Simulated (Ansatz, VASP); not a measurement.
**One calculation of Cu, two programs**

```
Cu
1.0
     2.57182    0.00000    0.00000
     0.00000    2.57182    0.00000
     0.00000    0.00000    3.61452
Cu
2
Direct
  0.00000 0.00000 0.00000
  0.50000 0.50000 0.50000
```

Alike in both runs: functional PBE; k mesh 16 × 16 × 12; occupations methfessel-paxton of order 1, width 0.1 eV; no spin polarisation.

Ansatz relaxed the structure, and its values are those at the end. VASP's run is a single point on that final structure, the one shown.

|  | VASP | Ansatz |
| --- | --- | --- |
| version | VASP 6.6.1 | Ansatz 0.2.0 |
| potentials or method | VASP PAW PBE potentials, release 64 (Cu) | scalar-relativistic, plane waves, PAW |
| plane-wave cutoff (eV) | 520 | 420 |
| valence electrons in the cell | 22 | 38 |

|  | VASP | Ansatz | Ansatz less VASP |
| --- | --- | --- | --- |
| gap on the k mesh at the Fermi level (eV) | none | none | - |
| pressure (GPa) | 1.0 | 0.0 | -0.99 |

A gap of «none» marks a metal or a gap that the smearing closes. VASP's potentials hold 22 valence electrons a cell and Ansatz's 38, so a difference there can come from the potentials and not from the codes.
